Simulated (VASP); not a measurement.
Write the native input for VASP 6.6.1 that does the following.

| Property | Result |
| --- | --- |
| Task | single point |
| Functional | BLYP |
| Dispersion | D3(BJ) |
| Potentials or basis | VASP PAW PBE potentials, release 64 (Cu, O) |
| Cutoff | 520 eV |
| k mesh | 9 × 9 × 5 |
| Occupations | fermi-dirac, width 0.05 eV |
| Spin | no spin polarisation |
| Dipole correction | no |
| Further INCAR settings | ALGO = Normal; EDIFF = 1e-07; NBANDS = 25 |

The structure of CuO lies in POSCAR:

```
CuO
1.0
    2.0544629344     -2.0636526814      0.0000000000
    2.0544629344      2.0636526814      0.0000000000
    0.0000000000      0.0000000000      5.1778504660
Cu O
2 2
Direct
    0.5000000000      0.0000000000      0.0000000000
    0.0000000000      0.5000000000      0.5000000000
    0.5000000000      0.5000000000      0.2500000000
    0.5000000000      0.5000000000      0.7500000000
```

The input as run:

INCAR

```
SYSTEM = CuO
PREC = Accurate
ENCUT = 520
EDIFF = 1E-7
ISMEAR = -1
SIGMA = 0.05
LREAL = .False.
LASPH = .True.
NELM = 100
ALGO = Normal
ISIF = 2
LWAVE = .False.
LCHARG = .False.
GGA = B5
ALDAX = 1.0
AGGAX = 1.0
AGGAC = 1.0
ALDAC = 0.0
IVDW = 12
VDW_S6 = 1.0
VDW_S8 = 2.6996
VDW_A1 = 0.4298
VDW_A2 = 4.2359
NBANDS = 25
```

KPOINTS

```
Automatic mesh
0
Gamma
  9 9 5
  0 0 0
```

Potentials or basis: VASP PAW PBE potentials, release 64 (Cu, O).

Command:

```sh
$ cat potpaw_PBE.64/Cu/POTCAR potpaw_PBE.64/O/POTCAR > POTCAR
$ mpirun -np 1 vasp_std > vasp.out
```

It gave:

```
Pressure                   : 0.9 GPa
Band gap on the k mesh     : zero (bands 17 and 18 overlap by 0.91 eV)
Dispersion energy per atom : -0.565 eV
```

Caveat: the PAW data sets were made with another functional, which shifts forces and pressure a little; semilocal functionals often make such compounds metallic where correlation or magnetic order opens a gap, which also shifts bond lengths.

Wall time 78 s on 1 thread of Intel(R) Xeon(R) Platinum 8488C (Sapphire Rapids), on a shared host, peak memory 0.21 GiB.
